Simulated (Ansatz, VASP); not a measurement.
## One calculation of TaN, two programs

INCAR

```
PREC = Accurate
ENCUT = 600
EDIFF = 1E-6
ISMEAR = 0
SIGMA = 0.05
LREAL = F
LASPH = T
NELM = 200
ALGO = Normal
ISIF = 2
LWAVE = F
LCHARG = F
LNONCOLLINEAR = T
MAGMOM = 0 0 0 0 0 0
LORBIT = 11
LSORBIT = T
GGA_COMPAT = F
LORBMOM = T
LMAXMIX = 4
GGA = CA
NBANDS = 28
```

Contents of KPOINTS:

```
Automatic mesh
0
Gamma
  8 8 8
```

POSCAR

```
TaN
1.0
    0.0000000000      2.1495517364      2.1495517364
    2.1495517364      0.0000000000      2.1495517364
    2.1495517364      2.1495517364      0.0000000000
Ta N
1 1
Direct
    0.5000000000      0.5000000000      0.5000000000
    0.0000000000      0.0000000000      0.0000000000
```

Input for Ansatz:

```yaml
crystal:
  lattice:
    - [0.0, 2.1495517364, 2.1495517364]
    - [2.1495517364, 0.0, 2.1495517364]
    - [2.1495517364, 2.1495517364, 0.0]
  atoms:
    - { symbol: Ta, position: [0.5, 0.5, 0.5] }
    - { symbol: "N", position: [0.0, 0.0, 0.0] }
basis:
  ecutwfc: 420
  ecutrho_ratio: 4
kpoints:
  mp_grid: { grid: [8, 8, 8] }
hamiltonian:
  xc: lda
scf:
  occupations: { method: gaussian, width: 0.05 }
output:
  forces: true
  stress: true
  eigenvalues: true
  populations: true
  topological_invariants: true
magnetization:
  noncollinear: true
  spin_orbit: true
```

Alike in both runs: task single point; functional LDA; k mesh 8 × 8 × 8; occupations gaussian, width 0.05 eV; non-collinear spin, spin-orbit coupling.

|  | VASP | Ansatz |
| --- | --- | --- |
| version | VASP 6.6.1 | Ansatz 0.2.0 |
| potentials or method | VASP PAW LDA potentials, release 64 (Ta_pv, N), cutoff 600 eV | plane waves, PAW |
| valence electrons in the cell | 16 | 18 |

Ansatz gave:

| Quantity | Value |
| --- | --- |
| pressure (GPa) | 13.8 |
| net moment per atom (μB) | 0.00 |

Q: What did VASP give for the same quantities?

A: Pressure (GPa): 17.0; net moment per atom (μB): 0.00.

LDA's correlation is that of Perdew and Zunger in VASP and of Perdew and Wang (1992) in Ansatz. VASP's potentials hold 16 valence electrons a cell and Ansatz's 18, so a difference there can come from the potentials and not from the codes.
